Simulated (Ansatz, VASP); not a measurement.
KBr: VASP beside Ansatz

```
K Br
1.0
     0.00000    3.55590    3.55590
     3.55590    0.00000    3.55590
     3.55590    3.55590    0.00000
K Br
1 1
Direct
  0.00000 0.00000 0.00000
  0.50000 0.50000 0.50000
```

Change from the starting cell: strain +0.080 along x and y, +0.080 along z, atoms carried along.

Alike in both runs: task single point; functional PBE; k mesh 6 × 6 × 6; occupations gaussian, width 0.05 eV; no spin polarisation.

```csv
,VASP,Ansatz
version,VASP 6.6.1,Ansatz 0.2.0
potentials or method,"VASP PAW PBE potentials, release 64 (K_sv, Br), cutoff 520 eV","scalar-relativistic, plane waves, PAW"
valence electrons in the cell,16,16
```

|  | VASP | Ansatz | Ansatz less VASP |
| --- | --- | --- | --- |
| gap on the k mesh at the Fermi level (eV) | 3.90 | 3.90 | +0.001 |
| least direct gap on the mesh (eV) | 3.90 | 3.90 | +0.001 |
| pressure (GPa) | -1.6 | -1.6 | -0.01 |
